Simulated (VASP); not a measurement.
Here is a VASP 6.6.1 calculation.

The input INCAR:

```
SYSTEM = Hf2MgO2
PREC     = Accurate       ! precision mode
ENCUT    = 520            ! plane-wave cutoff, eV
EDIFF    = 1E-6           ! SCF threshold, eV
ISMEAR   = 0              ! smearing method
SIGMA    = 0.1            ! smearing width, eV
LREAL    = .False.        ! projectors in reciprocal space
LASPH    = .True.         ! aspherical terms in the spheres
NELM     = 100            ! most SCF steps
ALGO     = Normal         ! electronic algorithm
ISIF     = 2              ! what is computed and relaxed
LWAVE    = .False.        ! write WAVECAR
LCHARG   = .False.        ! write CHGCAR
GGA      = PE             ! functional
NBANDS   = 25             ! bands
```

Contents of KPOINTS:

```
Automatic mesh
0
Gamma
  6 6 6
  0 0 0
```

Contents of POSCAR:

```
Hf2MgO2
1.0
   -1.5099881937      1.5099881937      8.1551552356
    1.5099881937     -1.5099881937      8.1551552356
    1.5099881937      1.5099881937     -8.1551552356
Mg Hf O
1 2 2
Direct
    0.0000000000      0.0000000000      0.0000000000
    0.6735621830      0.6735621830      0.0000000000
    0.3264378170      0.3264378170      0.0000000000
    0.8702316244      0.8702316244      0.0000000000
    0.1297683756      0.1297683756      0.0000000000
```

Potentials or basis: VASP PAW PBE potentials, release 64 (Mg, Hf_pv, O).

The run is started by

```bash
$ cat potpaw_PBE.64/Mg/POTCAR potpaw_PBE.64/Hf_pv/POTCAR potpaw_PBE.64/O/POTCAR > POTCAR
$ mpirun -np 1 vasp_std > vasp.out
```

Task: Estimate the pressure.

Result: -1.5 GPa.

Task: What does it give for the largest force?

Result: 0.085 eV/Å.

Task: What does it give for the band gap on the k mesh?

Result: Zero (band 17 reaches 6.11 eV, above the bottom of band 18 at 4.15 eV).

Forces on the atoms (eV/Å):
```
Mg   0.000  0.000  0.000
Hf   0.000  0.000 -0.029
Hf   0.000  0.000  0.029
O    0.000  0.000 -0.085
O    0.000  0.000  0.085
```

Caveat: the k points lie up to 0.49 Å⁻¹ apart; spin-orbit coupling is left out, which moves the levels of the heavy elements.
